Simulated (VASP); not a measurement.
# BaNaF: single point with PBE

BaNaF:

```
CELL_PARAMETERS angstrom
3.99000 0.00000 0.00000
-1.99500 3.45545 0.00000
0.00000 0.00000 4.06188
ATOMIC_POSITIONS crystal
Na 0.00000 0.00000 0.00000
Ba 0.66667 0.33333 0.50000
F 0.33333 0.66667 0.00000
```

| Item | Value |
| --- | --- |
| Program | VASP 6.6.1 |
| Task | single point |
| Functional | PBE |
| Potentials or basis | VASP PAW PBE potentials, release 64 (Na_pv, Ba_sv, F) |
| Cutoff | 520 eV |
| k mesh | 6 × 6 × 4 |
| Occupations | gaussian, width 0.1 eV |
| Spin | no spin polarisation |

The pressure is 15.1 GPa. The band gap on the k mesh is zero (band 12 reaches 6.13 eV, above the bottom of band 13 at 4.13 eV).

Stress tensor (GPa, compression positive):
```
14.16  0.00  0.00
 0.00 14.16  0.00
 0.00  0.00 16.87
```

Levels at points of the mesh, in eV from the Fermi level:
```csv
k point,band 9,band 10,band 11,band 12,band 13,band 14,band 15,band 16
"(0.00, 0.00, 0.00)",-7.35,-7.35,-6.92,-2.21,-1.16,1.85,1.85,4.23
"(0.50, 0.00, 0.00)",-7.75,-7.24,-7.24,-1.05,0.07,2.13,3.23,3.29
"(0.00, 0.00, 0.50)",-7.48,-7.40,-7.40,-0.74,1.54,1.54,2.31,2.52
"(0.50, 0.00, 0.50)",-7.49,-7.45,-7.16,-0.33,-0.12,2.61,4.75,5.01
```

Wall time 16 s on 1 thread of Intel Xeon 6975P-C (shared host), peak memory 0.18 GiB.

Caveat: the k points lie up to 0.39 Å⁻¹ apart; spin-orbit coupling is left out, which moves the levels of the heavy elements.
